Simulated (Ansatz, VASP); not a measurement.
# ScAl3 in VASP and in Ansatz

```
Sc Al
1.0
     4.10533    0.00000    0.00000
     0.00000    4.10533    0.00000
     0.00000    0.00000    4.10533
Sc Al
1 3
Direct
  0.01149 0.98851 0.00000
  0.50000 0.00000 0.50000
  0.00000 0.50000 0.50000
  0.50000 0.50000 0.00000
```

Alike in both runs: task single point; functional PBE; k mesh 12 × 12 × 12; occupations gaussian, width 0.15 eV; no spin polarisation.

```csv
,VASP,Ansatz
version,VASP 6.6.1,Ansatz 0.2.0
potentials or method,"VASP PAW PBE potentials, release 64 (Sc_sv, Al), cutoff 520 eV","scalar-relativistic, plane waves, PAW"
valence electrons in the cell,20,20
```

Ansatz gave:

```
gap on the k mesh at the Fermi level (eV)                     : none
pressure (GPa)                                                : 0.2
traceless stress, the component that is largest in VASP (GPa) : -0.08
rms of the force components (eV/Å)                            : 0.215
```

Task: Which values does VASP return?

Result: gap on the k mesh at the Fermi level (eV): none; pressure (GPa): 0.0; traceless stress, the component that is largest in VASP (GPa): -0.08; rms of the force components (eV/Å): 0.216.

Atom by atom the forces differ by 0.001 eV/Å (rms over components). A gap of «none» marks a metal or a gap that the smearing closes. With one functional, cell and mesh, what is left measures potentials, basis and numerics.
